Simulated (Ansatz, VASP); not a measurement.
## One calculation of AlIn2N3, two programs

File INCAR:

```
  PREC = Accurate
  ENCUT = 520
  EDIFF = 1E-7
  ISMEAR = 0
  SIGMA = 0.02
  LREAL = F
  LASPH = T
  NELM = 100
  ALGO = Normal
  ISIF = 2
  LWAVE = F
  LCHARG = F
  GGA = PE
  NBANDS = 56
```

Contents of KPOINTS:

```
regular mesh
0
Gamma
  6 6 6
```

File POSCAR:

```
AlIn2N3
1.0
    5.1453312768     -2.9613842700      0.0000000000
    5.1453312768      2.9613842700      0.0000000000
    0.0000000000      0.0000000000      5.5002130734
Al In N
2 4 6
Direct
    0.3411420366      0.6588579634      0.9892213410
    0.6588579634      0.3411420366      0.4892213410
    0.9883762923      0.3354135965      0.9872496679
    0.6645864035      0.0116237077      0.9872496679
    0.0116237077      0.6645864035      0.4872496679
    0.3354135965      0.9883762923      0.4872496679
    0.9692138027      0.3329317555      0.3853874212
    0.6670682445      0.0307861973      0.3853874212
    0.0307861973      0.6670682445      0.8853874212
    0.3329317555      0.9692138027      0.8853874212
    0.3682931191      0.6317068809      0.3375044807
    0.6317068809      0.3682931191      0.8375044807
```

Input for Ansatz:

```yaml
crystal:
  lattice:
    - [5.145331279, -2.9613842698, 0.0]
    - [5.145331279, 2.9613842698, 0.0]
    - [0.0, 0.0, 5.5002130722]
  atoms:
    - { symbol: Al, position: [0.341142036, 0.658857964, 0.9892213412] }
    - { symbol: Al, position: [0.658857964, 0.341142036, 0.4892213412] }
    - { symbol: In, position: [0.988376292, 0.335413597, 0.9872496679] }
    - { symbol: In, position: [0.664586403, 0.011623708, 0.9872496679] }
    - { symbol: In, position: [0.011623708, 0.664586403, 0.4872496679] }
    - { symbol: In, position: [0.335413597, 0.988376292, 0.4872496679] }
    - { symbol: "N", position: [0.9692138031, 0.3329317552, 0.385387421] }
    - { symbol: "N", position: [0.6670682448, 0.0307861969, 0.385387421] }
    - { symbol: "N", position: [0.0307861969, 0.6670682448, 0.885387421] }
    - { symbol: "N", position: [0.3329317552, 0.9692138031, 0.885387421] }
    - { symbol: "N", position: [0.3682931194, 0.6317068806, 0.3375044811] }
    - { symbol: "N", position: [0.6317068806, 0.3682931194, 0.8375044811] }
basis:
  ecutwfc: 420
kpoints:
  mp_grid: { grid: [6, 6, 6] }
hamiltonian:
  xc: pbe
scf:
  occupations: { method: gaussian, width: 0.02 }
output:
  forces: true
  stress: true
  eigenvalues: true
```

Alike in both runs: task single point; functional PBE; k mesh 6 × 6 × 6; occupations gaussian, width 0.02 eV; no spin polarisation.

|  | VASP | Ansatz |
| --- | --- | --- |
| version | VASP 6.6.1 | Ansatz 0.2.0 |
| potentials or method | VASP PAW PBE potentials, release 64 (Al, In_d, N), cutoff 520 eV | scalar-relativistic, plane waves, PAW |
| valence electrons in the cell | 88 | 88 |

|  | VASP | Ansatz | Ansatz less VASP |
| --- | --- | --- | --- |
| gap on the k mesh at the Fermi level (eV) | 0.88 | 0.88 | +0.003 |
| least direct gap on the mesh (eV) | 0.88 | 0.88 | +0.003 |
| pressure (GPa) | 0.1 | 0.0 | -0.07 |
| rms of the force components (eV/Å) | 0.014 | 0.001 | -0.0131 |

Atom by atom the forces differ by 0.014 eV/Å (rms over components). With one functional, cell and mesh, what is left measures potentials, basis and numerics.
